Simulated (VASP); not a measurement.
EuI3:

```
Eu I
1.0
     6.24692    0.00000    0.00000
     0.00000    6.24692    0.00000
     0.00000    0.00000    6.24692
Eu I
1 3
Cartesian
  0.0000 0.0000 0.0000
  3.1235 0.0000 0.0000
  0.0000 0.0000 3.1235
  0.0000 3.1235 0.0000
```

Base run:

| Property | Result |
| --- | --- |
| Program | VASP 6.6.1 |
| Functional | PBEsol |
| Potentials or basis | VASP PAW PBE potentials, release 64 (Eu, I) |
| Cutoff | 520 eV |
| k mesh | 6 × 6 × 6 |
| Occupations | gaussian, width 0.05 eV |
| Spin | collinear spin, ferromagnetic start |
| Starting moments | [7.18, 0.0, 0.0, 0.0] μB |

Its results: band gap on the k mesh zero (filled and empty bands overlap); pressure -1.0 GPa; net moment 6.01 μB per cell; site moments Eu +6.36; I -0.14 μB.

The run is repeated on the same cell with these changes: functional from PBEsol to LDA. What comes out?

Band gap on the k mesh zero (filled and empty bands overlap); pressure -1.7 GPa; net moment 6.02 μB per cell; site moments Eu +6.36; I -0.13 μB.

LDA binds more tightly than PBEsol, so the same cell stands under less pressure.

Caveats: the PAW data sets were made with another functional, which shifts forces and pressure a little; spin-orbit coupling is left out, which moves the levels of the heavy elements; semilocal functionals describe open f shells poorly, which spoils levels, moments and volumes.
